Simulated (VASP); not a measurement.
Write the native input for VASP 6.6.1 that does the following.

```yaml
Task: single point
Functional: PBE
Potentials_or_basis: VASP PAW PBE potentials, release 64 (Sn_d, O)
Cutoff: 520 eV
k_mesh: 6 × 6 × 8
Occupations: gaussian, width 0.05 eV
Spin: no spin polarisation
Dipole_correction: no
Further_INCAR_settings: ALGO = Normal; EDIFF = 1e-06; NBANDS = 35
```

The structure of SnO2 lies in POSCAR:

```
SnO2
1.0
    4.9001205715      0.0000000000      0.0000000000
    0.0000000000      4.9001205715      0.0000000000
    0.0000000000      0.0000000000      3.2379909407
Sn O
2 4
Direct
    0.0000000000      0.0000000000      0.0000000000
    0.5000000000      0.5000000000      0.5000000000
    0.3066050867      0.3066050867      0.0000000000
    0.1933949133      0.8066050867      0.5000000000
    0.6933949133      0.6933949133      0.0000000000
    0.8066050867      0.1933949133      0.5000000000
```

This cell differs from its parent crystal: strain +0.0150 x Voigt [1, 1, 0, 0, 0, 0].

The input as run:

INCAR

```
SYSTEM = SnO2
  ALGO = Normal
  EDIFF = 1E-6
  ENCUT = 520
  GGA = PE
  ISIF = 2
  ISMEAR = 0
  LASPH = .TRUE.
  LCHARG = .FALSE.
  LREAL = .FALSE.
  LWAVE = .FALSE.
  NBANDS = 35
  NELM = 60
  PREC = Accurate
  SIGMA = 0.05
```

KPOINTS

```
k-points
0
G
  6 6 8
  0 0 0
```

Potentials or basis: VASP PAW PBE potentials, release 64 (Sn_d, O).

The run is started by

```sh
$ cat potpaw_PBE.64/Sn_d/POTCAR potpaw_PBE.64/O/POTCAR > POTCAR
$ mpirun -np 1 vasp_std > vasp.out
```

Results of the run:

The pressure is -3.9 GPa. The largest force is 0.070 eV/Å. The band gap on the k mesh is 0.42 eV.

Caveat: the cell differs from its parent crystal (strain +0.0150 x Voigt [1, 1, 0, 0, 0, 0]); the cell stands under tension; semilocal functionals underestimate gaps, and a narrow one can read as zero; spin-orbit coupling is left out, which moves the levels of the heavy elements.

Run time: 2.2 min on 1 thread of Intel Xeon 8259CL, with other jobs on the host, peak memory 0.25 GiB.
